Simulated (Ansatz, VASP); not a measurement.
One calculation of SnSe2, two programs

```
Sn Se
1.0
     3.86863    0.00000    0.00000
    -1.93431    3.35033    0.00000
     0.00000    0.00000   29.93700
Sn Se
1 2
Direct
  0.00000 0.00000 0.30063
  0.66667 0.33333 0.35393
  0.33333 0.66667 0.24733
```

Alike in both runs: task single point; functional LDA; k mesh 12 × 12 × 1; occupations gaussian, width 0.02 eV; no spin polarisation.

```csv
,VASP,Ansatz
version,VASP 6.6.1,Ansatz 0.2.0
potentials or method,"VASP PAW LDA potentials, release 64 (Sn_d, Se), cutoff 520 eV","scalar-relativistic, plane waves, PAW"
valence electrons in the cell,26,46
```

VASP gave:

| Property | Result |
| --- | --- |
| gap on the k mesh at the Fermi level (eV) | 0.68 |
| least direct gap on the mesh (eV) | 0.99 |
| rms of the force components (eV/Å) | 0.206 |

**Question.** Estimate Ansatz's values.

**Answer.** gap on the k mesh at the Fermi level (eV): 0.67; least direct gap on the mesh (eV): 0.98; rms of the force components (eV/Å): 0.216.

LDA's correlation is that of Perdew and Zunger in VASP and of Perdew and Wang (1992) in Ansatz. Atom by atom the forces differ by 0.010 eV/Å (rms over components). VASP's potentials hold 26 valence electrons a cell and Ansatz's 46, so a difference there can come from the potentials and not from the codes.
